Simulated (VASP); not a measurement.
Wanted: the native input for a VASP 6.6.1 run.

```
Task                   : single point
Functional             : PBE
Potentials or basis    : VASP PAW PBE potentials, release 64 (Zn, Cd_sv_GW, F)
Cutoff                 : 600 eV
k mesh                 : 6 × 6 × 4
Occupations            : gaussian, width 0.1 eV
Spin                   : no spin polarisation
Dipole correction      : no
Further INCAR settings : ALGO = Normal; EDIFF = 1e-06; NBANDS = 39
```

The structure of ZnCdF4 lies in POSCAR:

```
ZnCdF4
1.0
    3.6855032737      0.0000000000      0.0000000000
    0.0000000000      3.6855032737      0.0000000000
    0.0000000000      0.0000000000      6.8389183805
Zn Cd F
1 1 4
Direct
    0.0000000000      0.0000000000      0.0000000000
    0.5000000000      0.5000000000      0.5000000000
    0.0000000000      0.0000000000      0.6747595523
    0.5000000000      0.0000000000      0.0000000000
    0.0000000000      0.5000000000      0.0000000000
    0.0000000000      0.0000000000      0.3252404477
```

These files were run (other wordings do the same):

INCAR

```
PREC = Accurate
ENCUT = 600
EDIFF = 1E-6
ISMEAR = 0
SIGMA = 0.1
LREAL = False
LASPH = True
NELM = 120
ALGO = Normal
ISIF = 2
LWAVE = False
LCHARG = False
GGA = PE
NBANDS = 39
GGA_COMPAT = False
```

KPOINTS

```
regular mesh
0
Gamma
  6 6 4
```

Potentials or basis: VASP PAW PBE potentials, release 64 (Zn, Cd_sv_GW, F).

Command:

```sh
$ cat potpaw_PBE.64/Zn/POTCAR potpaw_PBE.64/Cd_sv_GW/POTCAR potpaw_PBE.64/F/POTCAR > POTCAR
$ mpirun -np 1 vasp_std > vasp.out
```

It gave:

| Property | Result |
| --- | --- |
| Pressure | 0.0 GPa |
| Largest force | 0.023 eV/Å |
| Band gap on the k mesh | zero (bands 30 and 31 overlap by 1.53 eV) |

Run time: 2.4 min on 1 thread of Intel(R) Xeon(R) Platinum 8259CL CPU @ 2.50GHz (Skylake/Cascade Lake), with other jobs on the host, peak memory 0.31 GiB.
